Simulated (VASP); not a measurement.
BiS: single point with PBE

BiS:

```
Bi S
1.0
     0.00000    2.97671    2.97671
     2.97671    0.00000    2.97671
     2.97671    2.97671    0.00000
Bi S
1 1
Direct
  0.00000 0.00000 0.00000
  0.50000 0.50000 0.50000
```

The cell was built from a structure type or drawn by symmetry, and may not be a known phase.

```
Program             : VASP 6.6.1
Task                : single point
Functional          : PBE
Potentials or basis : VASP PAW PBE potentials, release 64 (Bi_d, S)
Cutoff              : 520 eV
k mesh              : 16 × 16 × 16
Occupations         : gaussian, width 0.1 eV
Spin                : no spin polarisation
```

```
Pressure               : -0.1 GPa
Band gap on the k mesh : zero (an odd number of electrons rules out a gap without spin polarisation)
```

Levels at points of the mesh, in eV from the Fermi level:
| k point | band 6 | band 7 | band 8 | band 9 | band 10 | band 11 | band 12 | band 13 | band 14 | band 15 |
| --- | --- | --- | --- | --- | --- | --- | --- | --- | --- | --- |
| (0.00, 0.00, 0.00) | -15.09 | -8.89 | -3.41 | -3.41 | -3.41 | 2.66 | 2.66 | 2.66 | 5.31 | 5.31 |
| (0.50, 0.00, 0.00) | -13.45 | -11.70 | -2.97 | -2.97 | -1.95 | -1.45 | -0.27 | -0.27 | 7.20 | 8.89 |
| (0.50, 0.50, 0.00) | -13.32 | -10.45 | -6.52 | -4.76 | -4.76 | 2.49 | 3.42 | 3.42 | 3.77 | 9.52 |

Run time: 64 s on 1 thread of AMD EPYC 9R14 (Zen 4), with other jobs on the host, peak memory 0.24 GiB.

Caveat: spin-orbit coupling is left out, which moves the levels of the heavy elements.
